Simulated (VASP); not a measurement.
# Rh (Fm-3m) in VASP: further runs

The runs below take Rh through single point, with PBE.

All numbers are computed with VASP 6.6.1; they aren't measurements. Logs are shortened: lines on timing, memory, paths and dates and some standing lists are left out, and cuts for length are marked.

## 1. The cell of the first run

The structure is cubic, space group Fm-3m (No. 225). The conventional cell has a = 3.796 Å, b = 3.796 Å, c = 3.796 Å, α = 90.00°, β = 90.00°, γ = 90.00°. Rh (site symmetry m-3m) has 12 Rh at 2.68 Å within 3.5 Å.

## 2. Single point, PBE

The input, INCAR:

```
SYSTEM = Rh
ALGO     = Normal         ! electronic algorithm
EDIFF    = 1E-6           ! SCF threshold, eV
ENCUT    = 500            ! plane-wave cutoff, eV
GGA      = PE             ! functional
GGA_COMPAT= .FALSE.      
ISIF     = 2              ! what is computed and relaxed
ISMEAR   = 0              ! smearing method
LASPH    = .TRUE.         ! aspherical terms in the spheres
LCHARG   = .FALSE.        ! write CHGCAR
LREAL    = .FALSE.        ! projectors in reciprocal space
LWAVE    = .FALSE.        ! write WAVECAR
NBANDS   = 14             ! bands
NELM     = 120            ! most SCF steps
PREC     = Accurate       ! precision mode
SIGMA    = 0.1            ! smearing width, eV
```

The input, KPOINTS:

```
k-points
0
G
  14 14 14
  0 0 0
```

The input, POSCAR:

```
Rh
1.0
    0.0000000000      1.8978500000      1.8978500000
    1.8978500000      0.0000000000      1.8978500000
    1.8978500000      1.8978500000      0.0000000000
Rh
1
Direct
    0.0000000000      0.0000000000      0.0000000000
```

Potentials or basis: VASP PAW PBE potentials, release 64 (Rh_pv).

Started as:

```console
$ cat potpaw_PBE.64/Rh_pv/POTCAR > POTCAR
$ mpirun -np 1 vasp_std > vasp.out
```

OUTCAR:

```text
SYSTEM = Rh
   EDIFF = 1E-6
   ENCUT = 500
   GGA = PE
   ISIF = 2
   ISMEAR = 0
   LASPH = .TRUE.
   LREAL = .FALSE.
   NELM = 120
   PREC = Accurate

 ion  position               nearest neighbor table
   1  0.000  0.000  0.000-

  LATTYP: Found a face centered cubic cell.
 ALAT       =     3.7957000000

  Lattice vectors:

 A1 = (   0.0000000000,   1.8978500000,   1.8978500000)
 A2 = (   1.8978500000,   0.0000000000,   1.8978500000)
 A3 = (   1.8978500000,   1.8978500000,   0.0000000000)

Analysis of symmetry for initial positions (statically):
=====================================================================
 Subroutine PRICEL returns:
 Original cell was already a primitive cell.

 Routine SETGRP: Setting up the symmetry group for a
 face centered cubic supercell.

 Subroutine GETGRP returns: Found 48 space group operations
 (whereof 48 operations were pure point group operations)
 out of a pool of 48 trial point group operations.

The static configuration has the point symmetry O_h .

Analysis of symmetry for dynamics (positions and initial velocities):
=====================================================================
 Subroutine PRICEL returns:
 Original cell was already a primitive cell.

 Routine SETGRP: Setting up the symmetry group for a
 face centered cubic supercell.

 Subroutine GETGRP returns: Found 48 space group operations
 (whereof 48 operations were pure point group operations)
 out of a pool of 48 trial point group operations.

The dynamic configuration has the point symmetry O_h .

 Subroutine INISYM returns: Found 48 space group operations
 (whereof 48 operations are pure point group operations),
 and found     1 'primitive' translations

----------------------------------------------------------------------------------------

                                     Primitive cell

  volume of cell :      13.6715

  direct lattice vectors                    reciprocal lattice vectors
     0.000000000  1.897850000  1.897850000    -0.263456016  0.263456016  0.263456016
     1.897850000  0.000000000  1.897850000     0.263456016 -0.263456016  0.263456016
     1.897850000  1.897850000  0.000000000     0.263456016  0.263456016 -0.263456016

  length of vectors
     2.683965209  2.683965209  2.683965209     0.456319205  0.456319205  0.456319205

  position of ions in fractional coordinates (direct lattice)
     0.000000000  0.000000000  0.000000000

  ion indices of the primitive-cell ions
[... 75 lines left out ...]
   LREAL  =      F    real-space projection
   EDIFFG = 0.1E-04   stopping-criterion for IOM
   NSW    =      0    number of steps for IOM
   IBRION =     -1    ionic relax: 0-MD 1-quasi-New 2-CG
   NFREE  =      0    steps in history (QN), initial steepest desc. (CG)
   ISIF   =      2    stress and relaxation
   ISYM   =      2    0-nonsym 1-usesym 2-fastsym
   POTIM  = 0.5000    time-step for ionic-motion
   TEBEG  =    0.0;   TEEND  =   0.0 temperature during run
   PSTRESS=    0.0 pullay stress
   NELECT =      15.0000    total number of electrons
   NUPDOWN=      -1.0000    fix difference up-down
   EMIN   =  10.00;   EMAX   =-10.00  energy-range for DOS
   EFERMI =   0.00;   METHOD = LEGACY
   ISMEAR =     0;   SIGMA  =   0.10  broadening in eV -4-tet -1-fermi 0-gaus
   EFERMI_NEDOS =   21; number of points for ismear=-14 and -15
   IALGO  =     38    algorithm
   IMIX   =      4    mixing-type and parameters
     AMIX     =   0.40;   BMIX     =  1.00
     AMIX_MAG =   1.60;   BMIX_MAG =  1.00
  volume/ion in A,a.u.               =      13.67        92.26
  Fermi-wavevector in a.u.,A,eV,Ry     =   1.688496  3.190795 38.790465  2.851019
  Thomas-Fermi vector in A             =   2.770792
   LORBIT       =      0    0 simple, 1 ext, 2 COOP (PROOUT), +10 PAW based schemes
   GGA     = PE    functional components
   LHFCALC =     F    Hartree Fock is set to
   AEXX    =    0.0000 exact exchange contribution
   IVDW    =     0    specifies the selected vdW correction
   LEPSILON=     F    determine dielectric tensor
   LRPA    =     F    only Hartree local field effects (RPA)
 non-spin polarized calculation
 Gauss-broadening in eV      SIGMA  =   0.10
  energy-cutoff  :      500.00
  volume of cell :       13.67
 maximum number of plane-waves:       356
   NGX =  9   NGY =  9   NGZ =  9

 number of electron      15.0000007 magnetization

 Free energy of the ion-electron system (eV)
  ---------------------------------------------------
  ext. energy  EPLUGINS =         0.00000000
  ---------------------------------------------------
  free energy    TOTEN  =        -7.25302056 eV

  energy without entropy =       -7.24642702  energy(sigma->0) =       -7.24972379

 E-fermi :  11.9860     XC(G=0): -14.0664

 val. band max:       11.9750342602   @ k =  -0.2857   0.3571   0.0714
 cond. band min:      11.9964220730   @ k =   0.4286   0.0000   0.0000
 fundamental gap:      0.0213878128
 Fermi energy:        11.9859663302

 k-point     1 :       0.0000    0.0000    0.0000
  band No.  band energies     occupation
      1     -34.3702      2.00000
      2     -34.3702      2.00000
      3     -34.3702      2.00000
      4       4.0072      2.00000
      5       8.9104      2.00000
      6       8.9104      2.00000
      7       8.9104      2.00000
      8      11.0151      2.00000
      9      11.0151      2.00000
     10      28.0004      0.00000
     11      32.5462      0.00000
     12      33.4919      0.00000
     13      33.4919      0.00000
     14      33.4919      0.00000
[... 377 lines left out ...]
      1     -34.7449      2.00000
      2     -34.4740      2.00000
      3     -34.4659      2.00000
      4       6.2696      2.00000
      5       7.8927      2.00000
      6       9.2586      2.00000
      7       9.8249      2.00000
      8      11.0933      2.00000
      9      11.7470      1.99927
     10      28.0259      0.00000
     11      30.4471      0.00000
     12      32.5456      0.00000
     13      32.7389      0.00000
     14      33.9867      0.00000

 [... further k-points ...]
[... 5 lines left out ...]
  --------------------------------------------------------------------------------------
  -------------------------------------------------------------------------------------
  Total        0.6466654      0.6466654      0.6466654      0.0000000     -0.0000000      0.0000000
  in kB       75.7834821     75.7834821     75.7834821      0.0000000     -0.0000000      0.0000000
  external PRESSURE =      75.7834821 kB  Pullay stress =       0.0000000 kB

 VOLUME and BASIS-vectors are now :
 -----------------------------------------------------------------------------
  energy-cutoff  :      500.00
  volume of cell :       13.67
      direct lattice vectors                 reciprocal lattice vectors
     0.000000000  1.897850000  1.897850000    -0.263456016  0.263456016  0.263456016
     1.897850000  0.000000000  1.897850000     0.263456016 -0.263456016  0.263456016
     1.897850000  1.897850000  0.000000000     0.263456016  0.263456016 -0.263456016

 POSITION                                       TOTAL-FORCE (eV/Angst)
 -----------------------------------------------------------------------------------
      0.00000      0.00000      0.00000         0.000000      0.000000     -0.000000
 -----------------------------------------------------------------------------------
    total drift:                                0.000000     -0.000000      0.000000

  FREE ENERGIE OF THE ION-ELECTRON SYSTEM (eV)
  ---------------------------------------------------
  free  energy   TOTEN  =        -7.2530205562 eV

  energy  without entropy=       -7.2464270223  energy(sigma->0) =       -7.24972379
```

OSZICAR:

```text
N       E                     dE             d eps       ncg     rms          rms(c)
DAV:   1     0.117401549749E+03    0.11740E+03   -0.87184E+03  2936   0.112E+03
DAV:   2    -0.617529372861E+01   -0.12358E+03   -0.11816E+03  3236   0.336E+02
DAV:   3    -0.773993456595E+01   -0.15646E+01   -0.15619E+01  3404   0.412E+01
DAV:   4    -0.774582272031E+01   -0.58882E-02   -0.58877E-02  3416   0.259E+00
DAV:   5    -0.774587376077E+01   -0.51040E-04   -0.51041E-04  3314   0.213E-01    0.103E+01
DAV:   6    -0.727289945347E+01    0.47297E+00   -0.78884E-01  3080   0.123E+01    0.363E+00
DAV:   7    -0.725641935499E+01    0.16480E-01   -0.17152E-02  3386   0.162E+00    0.170E+00
DAV:   8    -0.725319162240E+01    0.32277E-02   -0.37653E-03  3038   0.827E-01    0.219E-01
DAV:   9    -0.725301839028E+01    0.17323E-03   -0.14725E-04  3116   0.170E-01    0.140E-02
DAV:  10    -0.725302010721E+01   -0.17169E-05   -0.29446E-06  3216   0.200E-02    0.462E-03
DAV:  11    -0.725302055616E+01   -0.44895E-06   -0.26529E-07  1630   0.727E-03
   1 F= -.72530206E+01 E0= -.72497238E+01  d E =-.659353E-02
```

stdout:

```text
POSCAR found type information on POSCAR Rh
 POSCAR found :  1 types and       1 ions
 scaLAPACK will be used
 LDA part: xc-table for (Slater+PW92), standard interpolation
 POSCAR, INCAR and KPOINTS ok, starting setup
 FFT: planning ... GRIDC
 FFT: planning ... GRID_SOFT
 FFT: planning ... GRID
 WAVECAR not read
 entering main loop
```

Wall time 6.1 s (1 thread of Intel Xeon 6975P-C (Granite Rapids), shared host); peak memory 0.13 GiB.

Results:

```
Free energy            : -7.2530 eV
Pressure               : 7.6 GPa
Band gap on the k mesh : zero (an odd number of electrons rules out a gap without spin polarisation)
```

Caveat: the cell stands under pressure.

## 3. Single point, PBE

The input, INCAR:

```
SYSTEM = Rh
  PREC = Accurate
  ENCUT = 500
  EDIFF = 1E-6
  ISMEAR = 0
  SIGMA = 0.1
  LREAL = .FALSE.
  LASPH = .TRUE.
  NELM = 120
  ALGO = Normal
  ISIF = 2
  LWAVE = .FALSE.
  LCHARG = .FALSE.
  GGA = PE
  NBANDS = 14
  GGA_COMPAT = .FALSE.
```

The input, KPOINTS:

```
Automatic mesh
0
G
  24 24 24
  0 0 0
```

POSCAR is that of step 2.

Potentials or basis: VASP PAW PBE potentials, release 64 (Rh_pv).

Started as:

```console
$ cat potpaw_PBE.64/Rh_pv/POTCAR > POTCAR
$ mpirun -np 1 vasp_std > vasp.out
```

Wall time 20 s (1 thread of Intel Xeon 6975P-C (Granite Rapids), shared host); peak memory 0.18 GiB.

Results (log left out):

```yaml
Free_energy: -7.2534 eV
Pressure: 7.6 GPa
Band_gap_on_the_k_mesh: zero (an odd number of electrons rules out a gap without spin polarisation)
```

Levels at points of the mesh, in eV from the Fermi level:
```csv
k point,band 5,band 6,band 7,band 8,band 9,band 10
"(0.00, 0.00, 0.00)",-3.10,-3.10,-3.10,-1.00,-1.00,16.00
"(0.50, 0.00, 0.00)",-3.18,-3.18,0.58,0.58,0.73,8.70
"(0.50, 0.50, 0.00)",-5.99,0.55,1.00,1.00,3.28,12.35
```

Caveat: the cell stands under pressure.

## 4. Single point, PBE

The input, INCAR:

```
SYSTEM = Rh
ALGO = Normal ; EDIFF = 1E-6
ENCUT = 500 ; GGA = PE
GGA_COMPAT = .FALSE. ; ISIF = 2
ISMEAR = 0 ; LASPH = .TRUE.
LCHARG = .FALSE. ; LREAL = .FALSE.
LWAVE = .FALSE. ; NBANDS = 14
NELM = 120 ; PREC = Accurate
SIGMA = 0.1
```

The input, KPOINTS:

```
k-points
0
G
  30 30 30
  0 0 0
```

POSCAR is that of step 3.

Potentials or basis: VASP PAW PBE potentials, release 64 (Rh_pv).

Started as:

```console
$ cat potpaw_PBE.64/Rh_pv/POTCAR > POTCAR
$ mpirun -np 1 vasp_std > vasp.out
```

OUTCAR:

```text
SYSTEM = Rh
   EDIFF = 1E-6
   ENCUT = 500
   GGA = PE
   ISIF = 2
   ISMEAR = 0
   LASPH = .TRUE.
   LREAL = .FALSE.
   NELM = 120
   PREC = Accurate

 ion  position               nearest neighbor table
   1  0.000  0.000  0.000-

  LATTYP: Found a face centered cubic cell.
 ALAT       =     3.7957000000

  Lattice vectors:

 A1 = (   0.0000000000,   1.8978500000,   1.8978500000)
 A2 = (   1.8978500000,   0.0000000000,   1.8978500000)
 A3 = (   1.8978500000,   1.8978500000,   0.0000000000)

Analysis of symmetry for initial positions (statically):
=====================================================================
 Subroutine PRICEL returns:
 Original cell was already a primitive cell.

 Routine SETGRP: Setting up the symmetry group for a
 face centered cubic supercell.

 Subroutine GETGRP returns: Found 48 space group operations
 (whereof 48 operations were pure point group operations)
 out of a pool of 48 trial point group operations.

The static configuration has the point symmetry O_h .

Analysis of symmetry for dynamics (positions and initial velocities):
=====================================================================
[... 161 lines left out ...]
 Fermi energy:        12.0020038655

 k-point     1 :       0.0000    0.0000    0.0000
  band No.  band energies     occupation
      1     -34.3850      2.00000
      2     -34.3850      2.00000
      3     -34.3850      2.00000
      4       4.0070      2.00000
      5       8.9011      2.00000
      6       8.9011      2.00000
      7       8.9011      2.00000
      8      11.0054      2.00000
      9      11.0054      2.00000
     10      27.9998      0.00000
     11      32.5162      0.00000
     12      33.4931      0.00000
     13      33.4931      0.00000
     14      33.4931      0.00000
[... 377 lines left out ...]
      1     -34.7784      2.00000
      2     -34.4473      2.00000
      3     -34.4364      2.00000
      4       5.8715      2.00000
      5       8.7547      2.00000
      6       9.2578      2.00000
      7       9.2917      2.00000
      8      11.0762      2.00000
      9      11.3737      2.00000
     10      27.0130      0.00000
     11      29.6129      0.00000
     12      32.5165      0.00000
     13      35.6838      0.00000
     14      37.0083      0.00000

 [... further k-points ...]
[... 5 lines left out ...]
  --------------------------------------------------------------------------------------
  -------------------------------------------------------------------------------------
  Total        0.6407523      0.6407523      0.6407523      0.0000000     -0.0000000     -0.0000000
  in kB       75.0905173     75.0905173     75.0905173      0.0000000     -0.0000000     -0.0000000
  external PRESSURE =      75.0905173 kB  Pullay stress =       0.0000000 kB

 VOLUME and BASIS-vectors are now :
 -----------------------------------------------------------------------------
  energy-cutoff  :      500.00
  volume of cell :       13.67
      direct lattice vectors                 reciprocal lattice vectors
     0.000000000  1.897850000  1.897850000    -0.263456016  0.263456016  0.263456016
     1.897850000  0.000000000  1.897850000     0.263456016 -0.263456016  0.263456016
     1.897850000  1.897850000  0.000000000     0.263456016  0.263456016 -0.263456016

 POSITION                                       TOTAL-FORCE (eV/Angst)
 -----------------------------------------------------------------------------------
      0.00000      0.00000      0.00000         0.000000      0.000000      0.000000
 -----------------------------------------------------------------------------------
    total drift:                                0.000000      0.000000      0.000000

  FREE ENERGIE OF THE ION-ELECTRON SYSTEM (eV)
  ---------------------------------------------------
  free  energy   TOTEN  =        -7.2532607964 eV

  energy  without entropy=       -7.2471459217  energy(sigma->0) =       -7.25020336
```

OSZICAR:

```text
N       E                     dE             d eps       ncg     rms          rms(c)
DAV:   1     0.117958297656E+03    0.11796E+03   -0.85500E+03 21192   0.112E+03
DAV:   2    -0.620702830083E+01   -0.12417E+03   -0.11874E+03 23594   0.336E+02
DAV:   3    -0.774636459110E+01   -0.15393E+01   -0.15369E+01 24974   0.411E+01
DAV:   4    -0.775201115689E+01   -0.56466E-02   -0.56464E-02 24262   0.255E+00
DAV:   5    -0.775206099081E+01   -0.49834E-04   -0.49835E-04 24560   0.211E-01    0.103E+01
DAV:   6    -0.727395784993E+01    0.47810E+00   -0.79314E-01 22250   0.124E+01    0.362E+00
DAV:   7    -0.725676919993E+01    0.17189E-01   -0.18140E-02 24530   0.168E+00    0.168E+00
DAV:   8    -0.725343054119E+01    0.33387E-02   -0.37190E-03 22280   0.821E-01    0.223E-01
DAV:   9    -0.725325919090E+01    0.17135E-03   -0.13296E-04 22262   0.161E-01    0.115E-02
DAV:  10    -0.725326049474E+01   -0.13038E-05   -0.30739E-06 24096   0.214E-02    0.387E-03
DAV:  11    -0.725326079638E+01   -0.30164E-06   -0.33728E-07 11380   0.817E-03
   1 F= -.72532608E+01 E0= -.72502034E+01  d E =-.611487E-02
```

stdout:

```text
POSCAR found type information on POSCAR Rh
 POSCAR found :  1 types and       1 ions
 scaLAPACK will be used
 LDA part: xc-table for (Slater+PW92), standard interpolation
 POSCAR, INCAR and KPOINTS ok, starting setup
 FFT: planning ... GRIDC
 FFT: planning ... GRID_SOFT
 FFT: planning ... GRID
 WAVECAR not read
 entering main loop
```

It took 37 s on 1 thread of Intel Xeon 6975P-C (Granite Rapids), shared host; peak memory 0.23 GiB.

What came out:

```
Free energy            : -7.2533 eV
Pressure               : 7.5 GPa
Band gap on the k mesh : zero (an odd number of electrons rules out a gap without spin polarisation)
```

Levels at points of the mesh, in eV from the Fermi level:
```csv
k point,band 3,band 4,band 5,band 6,band 7,band 8,band 9,band 10,band 11,band 12
"(0.00, 0.00, 0.00)",-46.39,-8.00,-3.10,-3.10,-3.10,-1.00,-1.00,16.00,20.51,21.49
"(0.50, 0.00, 0.00)",-46.49,-6.16,-3.18,-3.18,0.58,0.58,0.73,8.70,15.51,20.52
"(0.50, 0.50, 0.00)",-46.66,-6.36,-5.99,0.55,1.00,1.00,3.28,12.35,13.36,13.36
```

Caveat: the cell stands under pressure.

## 5. The runs side by side

| k mesh | gap on the mesh (eV) | pressure (GPa) |
| --- | --- | --- |
| 14 × 14 × 14 | none | 7.6 |
| 24 × 24 × 24 | none | 7.6 |
| 30 × 30 × 30 | none | 7.5 |

Alike in all rows: task single point; level PBE; potentials or basis VASP PAW PBE potentials, release 64 (Rh_pv); no spin polarisation; cell as given; cutoff (eV) 500; smearing gaussian 0.1 eV.

Caveats: the cell stands under pressure.

Total energies depend on the potentials used, so only differences within one code and one set of settings carry meaning.
